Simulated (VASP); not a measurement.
Crystal: NaF.

```
Na F
1.0
     0.00000    2.32000    2.32000
     2.32000    0.00000    2.32000
     2.32000    2.32000    0.00000
Na F
1 1
Direct
  0.00000 0.00000 0.00000
  0.50000 0.50000 0.50000
```

| Quantity | Value |
| --- | --- |
| Program | VASP 6.6.1 |
| Task | relaxation of cell and atoms |
| Functional | LDA |
| Potentials or basis | VASP PAW LDA potentials, release 64 (Na_pv, F) |
| Cutoff | 600 eV |
| k mesh | 8 × 8 × 8 |
| Occupations | gaussian, width 0.02 eV |
| Spin | no spin polarisation |

At the start: pressure -4.7 GPa; volume 12.49 Å³/atom.

Task: Where does the relaxation end?

Result: Over 4 steps the energy falls by 17.9 meV/atom and the volume is 11.37 Å³/atom (-9.0 %); space group Fm-3m (No. 225, to 0.1 Å) before and after.

Step by step:
```csv
step,energy change (eV),largest force (eV/Å),pressure (GPa),volume (Å³)
1,0.0000,0.0000,-4.68,24.97
2,-0.0287,0.0000,-2.31,23.68
3,-0.0357,0.0000,-0.14,22.79
4,-0.0357,0.0000,0.02,22.73
```

Final structure:
```
CELL_PARAMETERS angstrom
0.00000 2.24839 2.24839
2.24839 0.00000 2.24839
2.24839 2.24839 0.00000
ATOMIC_POSITIONS crystal
Na 0.00000 0.00000 0.00000
F 0.50000 0.50000 0.50000
```
